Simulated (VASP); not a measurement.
Crystal: CaO.

```
Ca O
1.0
     0.00000    3.19602    3.19602
     3.19602    0.00000    3.19602
     3.19602    3.19602    0.00000
Ca O
2 2
Direct
  0.50000 0.50000 0.50000
  0.75000 0.75000 0.75000
  0.00000 0.00000 0.00000
  0.25000 0.25000 0.25000
```

The cell was built from a structure type or drawn by symmetry, and may not be a known phase.

```yaml
Program: VASP 6.6.1
Task: relaxation of cell and atoms
Functional: PBE
Potentials_or_basis: VASP PAW PBE potentials, release 64 (Ca_sv, O)
Cutoff: 600 eV
k_mesh: 6 × 6 × 6
Occupations: gaussian, width 0.1 eV
Spin: no spin polarisation
```

At the start: pressure -11.3 GPa; volume 16.32 Å³/atom.

**Question.** How do energy, volume and symmetry change on relaxing?

**Answer.** Over 3 steps the energy falls by 138.9 meV/atom and the volume is 13.15 Å³/atom (-19.4 %); space group Fd-3m (No. 227, to 0.1 Å) before and after.

The path:
| step | energy change (eV) | largest force (eV/Å) | pressure (GPa) | volume (Å³) |
| --- | --- | --- | --- | --- |
| 1 | 0.0000 | 0.0000 | -11.27 | 65.29 |
| 2 | -0.5241 | 0.0000 | -3.71 | 55.03 |
| 3 | -0.5554 | 0.0000 | -0.27 | 52.60 |

Final structure:
```cif
data_structure
_symmetry_space_group_name_H-M 'P 1'
_symmetry_Int_Tables_number 1
_cell_length_a 4.2058
_cell_length_b 4.2058
_cell_length_c 4.2058
_cell_angle_alpha 60.000
_cell_angle_beta 60.000
_cell_angle_gamma 60.000
_cell_volume 52.60
loop_
_atom_site_label
_atom_site_type_symbol
_atom_site_fract_x
_atom_site_fract_y
_atom_site_fract_z
_atom_site_occupancy
Ca1 Ca 0.50000 0.50000 0.50000 1
Ca2 Ca 0.75000 0.75000 0.75000 1
O1 O 0.00000 0.00000 0.00000 1
O2 O 0.25000 0.25000 0.25000 1
```

Caveat: the volume moved by over 15 % at a fixed basis, so the end points are rough.
